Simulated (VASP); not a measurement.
# Ta2N (P-3m1) in VASP: notebook

Ta2N is run at these levels: PBEsol, PBE0; tasks: single point, relaxation of the atoms.

Program: VASP 6.6.1. These are calculated values, not measurements. Logs are shortened: lines on timing, memory, paths and dates and some standing lists are left out, and cuts for length are marked.

### 1 The cell of the first run

Symmetry: P-3m1, No. 164, trigonal system. The conventional cell has a = 3.113 Å, b = 3.113 Å, c = 4.870 Å, α = 90.00°, β = 90.00°, γ = 120.00°. Ta (site symmetry 3m) has 3 N at 2.18 Å and 12 Ta at 2.99 to 3.11 Å within 3.2 Å. N (site symmetry -3m) has 6 Ta at 2.18 Å within 2.9 Å.

### 2 Single point, PBEsol, non-collinear spin, zero start, spin-orbit coupling

File INCAR:

```
SYSTEM = Ta2N
  ALGO = Fast
  EDIFF = 1E-6
  ENCUT = 520
  GGA = PS
  GGA_COMPAT = .FALSE.
  ISIF = 2
  ISMEAR = -1
  LASPH = .TRUE.
  LCHARG = .FALSE.
  LMAXMIX = 4
  LORBIT = 11
  LORBMOM = .TRUE.
  LREAL = .FALSE.
  LSORBIT = .TRUE.
  LWAVE = .FALSE.
  MAGMOM = 0 0 0 0 0 0 0 0 0
  NBANDS = 40
  NELM = 150
  PREC = Accurate
  SIGMA = 0.05
```

File KPOINTS:

```
k-points
0
G
  10 10 6
  0 0 0
```

File POSCAR:

```
Ta2N
1.0
    3.1128615060      0.0000000000      0.0000000000
   -1.5564307530      2.6958171426      0.0000000000
    0.0000000000      0.0000000000      4.8698410000
Ta N
2 1
Direct
    0.3333333333      0.6666666667      0.2547110000
    0.6666666667      0.3333333333      0.7452890000
    0.0000000000      0.0000000000      0.0000000000
```

Potentials or basis: VASP PAW PBE potentials, release 64 (Ta_pv, N).

Launch:

```bash
$ cat potpaw_PBE.64/Ta_pv/POTCAR potpaw_PBE.64/N/POTCAR > POTCAR
$ mpirun -np 1 vasp_ncl > vasp.out
```

OUTCAR:

```text
SYSTEM = Ta2N
   EDIFF = 1E-6
   ENCUT = 520
   GGA = PS
   ISIF = 2
   ISMEAR = -1
   LASPH = .TRUE.
   LORBIT = 11
   LREAL = .FALSE.
   LSORBIT = .TRUE.
   NELM = 150
   PREC = Accurate

 ion  position               nearest neighbor table
   1  0.333  0.667  0.255-   3 2.18   3 2.18   3 2.18   2 2.99   2 2.99   2 2.99   2 3.06   2 3.06
                             2 3.06
   2  0.667  0.333  0.745-   3 2.18   3 2.18   3 2.18   1 2.99   1 2.99   1 2.99   1 3.06   1 3.06
                             1 3.06
   3  0.000  0.000  0.000-   1 2.18   2 2.18   1 2.18   2 2.18   2 2.18   1 2.18

  LATTYP: Found a hexagonal cell.
 ALAT       =     3.1128615060
 C/A-ratio  =     1.5644258476

  Lattice vectors:

 A1 = (   3.1128615060,   0.0000000000,   0.0000000000)
 A2 = (  -1.5564307530,   2.6958171426,   0.0000000000)
 A3 = (   0.0000000000,   0.0000000000,   4.8698410000)

Analysis of symmetry for initial positions (statically):
=====================================================================
 Subroutine PRICEL returns:
 Original cell was already a primitive cell.

 Routine SETGRP: Setting up the symmetry group for a
 hexagonal supercell.

 Subroutine GETGRP returns: Found 12 space group operations
 (whereof 12 operations were pure point group operations)
 out of a pool of 24 trial point group operations.

The static configuration has the point symmetry D_3d.

Analysis of symmetry for dynamics (positions and initial velocities):
=====================================================================
 Subroutine PRICEL returns:
 Original cell was already a primitive cell.

 Routine SETGRP: Setting up the symmetry group for a
 hexagonal supercell.

 Subroutine GETGRP returns: Found 12 space group operations
 (whereof 12 operations were pure point group operations)
 out of a pool of 24 trial point group operations.

The dynamic configuration has the point symmetry D_3d.

Analysis of structural, dynamic, and magnetic symmetry:
=====================================================================
 Subroutine PRICEL returns:
 Original cell was already a primitive cell.

 Routine SETGRP: Setting up the symmetry group for a
 hexagonal supercell.

 Subroutine GETGRP returns: Found 12 space group operations
 (whereof 12 operations were pure point group operations)
 out of a pool of 24 trial point group operations.

The overall configuration has the point symmetry D_3d.

 Subroutine INISYM returns: Found 12 space group operations
 (whereof 12 operations are pure point group operations),
 and found     1 'primitive' translations

----------------------------------------------------------------------------------------

                                     Primitive cell

  volume of cell :      40.8663

  direct lattice vectors                    reciprocal lattice vectors
     3.112861506  0.000000000  0.000000000     0.321247829  0.185472520  0.000000000
    -1.556430753  2.695817143  0.000000000     0.000000000  0.370945041  0.000000000
     0.000000000  0.000000000  4.869841000     0.000000000  0.000000000  0.205345513

  length of vectors
     3.112861506  3.112861506  4.869841000     0.370945041  0.370945041  0.205345513

  position of ions in fractional coordinates (direct lattice)
     0.333333333  0.666666667  0.254711000
     0.666666667  0.333333333  0.745289000
     0.000000000  0.000000000  0.000000000

  ion indices of the primitive-cell ions
   primitive index   ion index
                 1           1
                 2           2
                 3           3

----------------------------------------------------------------------------------------

 KPOINTS: k-points

Automatic generation of k-mesh.
 Grid dimensions read from file:
 generate k-points for:   10   10    6

 Generating k-lattice:

  Cartesian coordinates                     Fractional coordinates (reciprocal lattice)
     0.032124783  0.018547252  0.000000000     0.100000000  0.000000000  0.000000000
     0.000000000  0.037094504  0.000000000     0.000000000  0.100000000  0.000000000
[... 43 lines left out ...]
     -0.00000      1.79721      1.24040         0.000000      0.000000     -0.255490
      1.55643      0.89861      3.62944         0.000000     -0.000000      0.255490
      0.00000      0.00000      0.00000        -0.000000      0.000000      0.000000
 -----------------------------------------------------------------------------------
    total drift:                               -0.000000      0.000000      0.000000

  FREE ENERGIE OF THE ION-ELECTRON SYSTEM (eV)
  ---------------------------------------------------
  free  energy   TOTEN  =       -37.8462263352 eV

  energy  without entropy=      -37.8335072820  energy(sigma->0) =      -37.83986681

 orbital moment (x)

 # of ion     p       d       tot
 ----------------------------------------
  1         0.000  -0.000  -0.000
  2        -0.000  -0.000  -0.000
  3        -0.000   0.000  -0.000
 ----------------------------------------
            0.000  -0.000  -0.000

 orbital moment (y)

 # of ion     p       d       tot
 ----------------------------------------
  1         0.000  -0.000  -0.000
  2         0.000  -0.000  -0.000
  3        -0.000   0.000  -0.000
 ----------------------------------------
            0.000  -0.000  -0.000

 orbital moment (z)

 # of ion     p       d       tot
 ----------------------------------------
  1         0.000   0.000   0.000
  2         0.000   0.000   0.000
  3        -0.000   0.000  -0.000
 ----------------------------------------
           -0.000   0.000   0.000

 Spin-Orbit-Coupling matrix elements

 Ion:    1  E_soc:     -1.3703440
 l=   1
     0.0000000    -0.2078215    -0.2082322
    -0.2078215     0.0000000    -0.2078215
    -0.2082322    -0.2078215     0.0000000
 l=   2
     0.0000000    -0.0038484     0.0000000    -0.0038484    -0.0158447
    -0.0038484     0.0000000    -0.0129154    -0.0042276    -0.0038484
     0.0000000    -0.0129154     0.0000000    -0.0129154     0.0000000
    -0.0038484    -0.0042276    -0.0129154     0.0000000    -0.0038484
    -0.0158447    -0.0038484     0.0000000    -0.0038484     0.0000000
 l=   3
     0.0000000     0.0000000     0.0000000     0.0000000     0.0000000     0.0000000     0.0000000
     0.0000000     0.0000000     0.0000000     0.0000000     0.0000000     0.0000000     0.0000000
     0.0000000     0.0000000     0.0000000     0.0000000     0.0000000     0.0000000     0.0000000
     0.0000000     0.0000000     0.0000000     0.0000000     0.0000000     0.0000000     0.0000000
[... 29 lines left out ...]
 l=   2
     0.0000000     0.0000000     0.0000000     0.0000000     0.0000000
     0.0000000     0.0000000     0.0000000     0.0000000     0.0000000
     0.0000000     0.0000000     0.0000000     0.0000000     0.0000000
     0.0000000     0.0000000     0.0000000     0.0000000     0.0000000
     0.0000000     0.0000000     0.0000000     0.0000000     0.0000000
 l=   3
     0.0000000     0.0000000     0.0000000     0.0000000     0.0000000     0.0000000     0.0000000
     0.0000000     0.0000000     0.0000000     0.0000000     0.0000000     0.0000000     0.0000000
     0.0000000     0.0000000     0.0000000     0.0000000     0.0000000     0.0000000     0.0000000
     0.0000000     0.0000000     0.0000000     0.0000000     0.0000000     0.0000000     0.0000000
     0.0000000     0.0000000     0.0000000     0.0000000     0.0000000     0.0000000     0.0000000
     0.0000000     0.0000000     0.0000000     0.0000000     0.0000000     0.0000000     0.0000000
     0.0000000     0.0000000     0.0000000     0.0000000     0.0000000     0.0000000     0.0000000

 total charge

# of ion       s       p       d       tot
------------------------------------------
    1        0.311   6.220   2.361   8.891
    2        0.311   6.220   2.361   8.891
    3        1.236   2.488   0.000   3.724
--------------------------------------------------
tot          1.858  14.927   4.722  21.507

 magnetization (x)

# of ion       s       p       d       tot
------------------------------------------
    1        0.000  -0.000   0.000  -0.000
    2        0.000  -0.000   0.000  -0.000
    3        0.000  -0.000   0.000  -0.000
--------------------------------------------------
tot          0.000  -0.000   0.000  -0.000

 magnetization (y)

# of ion       s       p       d       tot
------------------------------------------
    1        0.000   0.000   0.000   0.000
    2        0.000   0.000   0.000   0.000
    3        0.000  -0.000   0.000  -0.000
--------------------------------------------------
tot          0.000  -0.000   0.000   0.000

 magnetization (z)

# of ion       s       p       d       tot
------------------------------------------
    1        0.000   0.000   0.000   0.000
    2        0.000   0.000   0.000   0.000
    3       -0.000   0.000   0.000   0.000
--------------------------------------------------
tot         -0.000   0.000   0.000   0.000
```

It took 8.7 min on 1 thread of Oxide Virtual Turin-like, shared host; peak memory 0.3 GiB.

What came out:

```yaml
Free_energy: -37.8462 eV
Pressure: -8.3 GPa
Largest_force: 0.255 eV/Å
Net_moment: 0.00 μB per cell
Valence_electrons_inside_the_program's_atomic_spheres: Ta 8.89; N 3.72
```

Forces on the atoms (eV/Å):
```
Ta   0.000  0.000 -0.255
Ta   0.000  0.000  0.255
N    0.000  0.000  0.000
```

Moments on the atoms (μB; x, y, z):
```
Ta  0.00 0.00 0.00
Ta  0.00 0.00 0.00
N   0.00 0.00 0.00
```

Caveat: the cell stands under tension; the PAW data sets were made with another functional, which shifts forces and pressure a little.

### 3 Single point, PBEsol (12.53 Å³/atom)

This run uses another cell than the first one, of 12.53 Å³/atom.

File INCAR:

```
SYSTEM = Ta2N
ALGO = Normal ; EDIFF = 1E-6
ENCUT = 600 ; GGA = PS
GGA_COMPAT = .False. ; ISIF = 2
ISMEAR = -5 ; LASPH = .True.
LCHARG = .False. ; LREAL = .False.
LWAVE = .False. ; NBANDS = 20
NELM = 120 ; PREC = Accurate
SIGMA = 0.05
```

File KPOINTS:

```
k-points
0
Gamma
  10 10 6
  0 0 0
```

File POSCAR:

```
Ta2N
1.0
    3.0275343200      0.0000000000      0.0000000000
   -1.5137671600      2.6219216319      0.0000000000
    0.0000000000      0.0000000000      4.7363529400
Ta N
2 1
Direct
    0.3333333333      0.6666666667      0.2562381264
    0.6666666667      0.3333333333      0.7437618736
    0.0000000000      0.0000000000      0.0000000000
```

Potentials or basis: VASP PAW PBE potentials, release 64 (Ta_pv, N).

Launch:

```bash
$ cat potpaw_PBE.64/Ta_pv/POTCAR potpaw_PBE.64/N/POTCAR > POTCAR
$ mpirun -np 1 vasp_std > vasp.out
```

It took 94 s on 1 thread of Oxide Virtual Turin-like, shared host; peak memory 0.17 GiB.

The run converged. Its results:

| Property | Result |
| --- | --- |
| Free energy | -36.3858 eV |
| Pressure | 17.4 GPa |
| Largest force | 0.081 eV/Å |
| Band gap on the k mesh | zero (an odd number of electrons rules out a gap without spin polarisation) |

Forces on the atoms (eV/Å):
```
Ta   0.000  0.000  0.081
Ta   0.000  0.000 -0.081
N    0.000  0.000  0.000
```

Stress tensor (GPa, compression positive):
```
16.83  0.00  0.00
 0.00 16.83  0.00
 0.00  0.00 18.67
```

Levels at points of the mesh, in eV from the Fermi level:
```
           k point  band 12  band 13  band 14  band 15  band 16  band 17
(0.00, 0.00, 0.00)    -0.77    -0.29    -0.29     0.27     0.29     0.29
(0.50, 0.00, 0.00)    -2.71    -1.28     1.94     2.12     4.20     4.49
(0.00, 0.00, 0.50)    -2.61    -1.27    -1.27     1.98     2.42     2.57
(0.50, 0.00, 0.50)    -2.17    -2.11    -0.36     0.74     3.72     3.98
```

Caveat: the cell stands under pressure; the PAW data sets were made with another functional, which shifts forces and pressure a little; spin-orbit coupling is left out, which moves the levels of the heavy elements; tetrahedron occupations give inexact forces and stress in metals.

### 4 Relaxation of the atoms, PBEsol (12.53 Å³/atom)

This run uses another cell than the first one, of 12.53 Å³/atom.

File INCAR:

```
ALGO     = Normal         # electronic algorithm
EDIFF    = 1E-7           # SCF threshold, eV
EDIFFG   = -0.01          # ionic threshold
ENCUT    = 520            # plane-wave cutoff, eV
GGA      = PS             # functional
GGA_COMPAT= False        
IBRION   = 2              # ionic algorithm
ISIF     = 2              # what is computed and relaxed
ISMEAR   = -5             # smearing method
LASPH    = True           # aspherical terms in the spheres
LCHARG   = False          # write CHGCAR
LREAL    = False          # projectors in reciprocal space
LWAVE    = False          # write WAVECAR
NELM     = 120            # most SCF steps
NELMIN   = 4            
NSW      = 60             # ionic steps
PREC     = Accurate       # precision mode
SIGMA    = 0.05           # smearing width, eV
```

File KPOINTS:

```
k-points
0
Gamma
  10 10 6
```

File POSCAR:

```
Ta2N
1.0
    3.0275343200      0.0000000000      0.0000000000
   -1.5137671600      2.6219216319      0.0000000000
    0.0000000000      0.0000000000      4.7363529400
Ta N
2 1
Direct
    0.3333333333      0.6666666667      0.2547110000
    0.6666666667      0.3333333333      0.7452890000
    0.0000000000      0.0000000000      0.0000000000
```

Launch:

```bash
$ cat potpaw_PBE.64/Ta_pv/POTCAR potpaw_PBE.64/N/POTCAR > POTCAR
$ mpirun -np 1 vasp_std > vasp.out
```

Wall time 3.1 min (1 thread of Oxide Virtual Turin-like, shared host); peak memory 0.15 GiB.

The run converged. Its results:

```
Free energy                  : -36.3834 eV
Energy gained by relaxing    : 0.5 meV/atom
Ionic steps                  : 4
Pressure after relaxing      : 17.4 GPa
Largest force after relaxing : 0.004 eV/Å
Band gap on the k mesh       : zero (an odd number of electrons rules out a gap without spin polarisation)
```

Forces in eV/Å, atoms in the order of the input:
```
Ta   0.000  0.000  0.004
Ta   0.000  0.000 -0.004
N    0.000  0.000  0.000
```

Stress tensor (GPa, compression positive):
```
16.66  0.00  0.00
 0.00 16.66  0.00
 0.00  0.00 18.75
```

Step by step:
```tsv
step	energy change (eV)	largest force (eV/Å)	pressure (GPa)
1	0.0000	0.2947	17.91
2	-0.0002	0.1617	17.11
3	-0.0015	0.1083	17.53
4	-0.0014	0.0035	17.36
```

Final structure:
```
CELL_PARAMETERS angstrom
3.02753 0.00000 0.00000
-1.51377 2.62192 0.00000
0.00000 0.00000 4.73635
ATOMIC_POSITIONS crystal
Ta 0.33333 0.66667 0.25672
Ta 0.66667 0.33333 0.74328
N 0.00000 0.00000 0.00000
```

Levels at points of the mesh, in eV from the Fermi level:
```tsv
k point	band 10	band 11	band 12	band 13	band 14	band 15	band 16	band 17
(0.00, 0.00, 0.00)	-6.40	-4.90	-0.77	-0.29	-0.29	0.25	0.29	0.29
(0.50, 0.00, 0.00)	-6.75	-5.04	-2.72	-1.27	1.93	2.11	4.21	4.49
(0.00, 0.00, 0.50)	-6.62	-3.17	-2.60	-1.27	-1.27	1.98	2.43	2.58
(0.50, 0.00, 0.50)	-6.41	-3.56	-2.17	-2.11	-0.38	0.72	3.73	3.99
```

Caveat: the PAW data sets were made with another functional, which shifts forces and pressure a little; spin-orbit coupling is left out, which moves the levels of the heavy elements; tetrahedron occupations give inexact forces and stress in metals.

### 5 Single point, PBE0

File POSCAR:

```
Ta2N
1.0
    3.1128615060      0.0000000000      0.0000000000
   -1.5564307530      2.6958171426      0.0000000000
    0.0000000000      0.0000000000      4.8698410000
Ta N
2 1
Direct
    0.3333333333      0.6666666667      0.2547110000
    0.6666666667      0.3333333333      0.7452890000
    0.0000000000      0.0000000000      0.0000000000
```

File INCAR.step1:

```
  PREC = Accurate
  ENCUT = 520
  EDIFF = 1E-5
  ISMEAR = -1
  SIGMA = 0.05
  LREAL = F
  LASPH = T
  NELM = 100
  ALGO = Normal
  ISIF = 2
  LWAVE = T
  LCHARG = F
  NBANDS = 20
  GGA = PE
  KPAR = 4
```

File INCAR.step2:

```
  PREC = Accurate
  ENCUT = 520
  EDIFF = 1E-7
  ISMEAR = -1
  SIGMA = 0.05
  LREAL = F
  LASPH = T
  NELM = 100
  ALGO = Normal
  ISIF = 2
  LWAVE = F
  LCHARG = F
  GGA = PE
  LHFCALC = T
  AEXX = 0.25
  PRECFOCK = Normal
  NBANDS = 20
  ISTART = 1
  KPAR = 4
```

File KPOINTS:

```
Automatic mesh
0
Gamma
  6 6 4
```

Launch:

```bash
$ cat potpaw_PBE.64/Ta_pv/POTCAR potpaw_PBE.64/N/POTCAR > POTCAR
$ cp INCAR.step1 INCAR
$ mpirun -np 4 vasp_std > vasp.out
$ cp INCAR.step2 INCAR
$ mpirun -np 4 vasp_std > vasp.out
```

Run time: 54 min. Hardware: 4 MPI ranks of Oxide Virtual Turin-like, shared host; peak memory 0.15 GiB.

Results (log left out):

```yaml
Free_energy: -42.8481 eV
Pressure: -8.3 GPa
Largest_force: 0.652 eV/Å
Band_gap_on_the_k_mesh: zero (an odd number of electrons rules out a gap without spin polarisation)
```

Forces on the atoms (eV/Å):
```
Ta   0.000  0.000 -0.652
Ta   0.000  0.000  0.652
N    0.000  0.000  0.000
```

Stress tensor (GPa, compression positive):
```
-8.33  0.00  0.00
 0.00 -8.33  0.00
 0.00  0.00 -8.12
```

Levels at points of the mesh, in eV from the Fermi level:
```
           k point  band 11  band 12  band 13  band 14  band 15  band 16
(0.00, 0.00, 0.00)    -6.40    -0.96    -0.49    -0.49     0.48     0.72
(0.50, 0.00, 0.00)    -5.68    -3.76    -2.41     2.50     2.58     4.61
(0.00, 0.00, 0.50)    -3.81    -3.80    -1.74    -1.74     2.45     2.56
(0.50, 0.00, 0.50)    -4.26    -3.28    -3.06    -0.64     1.27     4.17
```

Caveat: the k points lie up to 0.39 Å⁻¹ apart, too coarse for converged energies and pressures of a metal; the PAW data sets were made with another functional, which shifts forces and pressure a little; spin-orbit coupling is left out, which moves the levels of the heavy elements.

### 6 Overview

```csv
task,level,spin,cell,k mesh,cutoff (eV),smearing,grid for exact exchange (PRECFOCK),share of exact exchange,gap on the mesh (eV),pressure (GPa),largest force (eV/Å)
single point,PBEsol,"non-collinear, zero start, SOC","a = 3.113, b = 3.113, c = 4.870 Å, angles 90.0, 90.0, 120.0°, 3 atoms, atomic positions A",10 × 10 × 6,520,fermi-dirac 0.05 eV,-,-,-,-8.3,0.26
single point,PBEsol,off,"a = 3.028, b = 3.028, c = 4.736 Å, angles 90.0, 90.0, 120.0°, 3 atoms, atomic positions B",10 × 10 × 6,600,tetrahedron,-,-,none,17.4,0.08
relaxation of the atoms,PBEsol,off,"atoms relaxed from a = 3.028, b = 3.028, c = 4.736 Å, angles 90.0, 90.0, 120.0°, 3 atoms, atomic positions A",10 × 10 × 6,520,tetrahedron,-,-,none,17.4,-
single point,PBE0,off,"a = 3.113, b = 3.113, c = 4.870 Å, angles 90.0, 90.0, 120.0°, 3 atoms, atomic positions A",6 × 6 × 4,520,fermi-dirac 0.05 eV,Normal,0.25,none,-8.3,0.65
```

Alike in all rows: potentials or basis VASP PAW PBE potentials, release 64 (Ta_pv, N).

Caveats: some runs use coarse meshes; the PAW data sets were made with another functional, which shifts forces and pressure a little; spin-orbit coupling is left out, which moves the levels of the heavy elements (at least some runs); tetrahedron occupations give inexact forces and stress in metals (at least some runs); the cell stands under tension (at least some runs); the cell stands under pressure (at least some runs).

Total energies depend on the potentials used, so only differences within one code and one set of settings carry meaning.
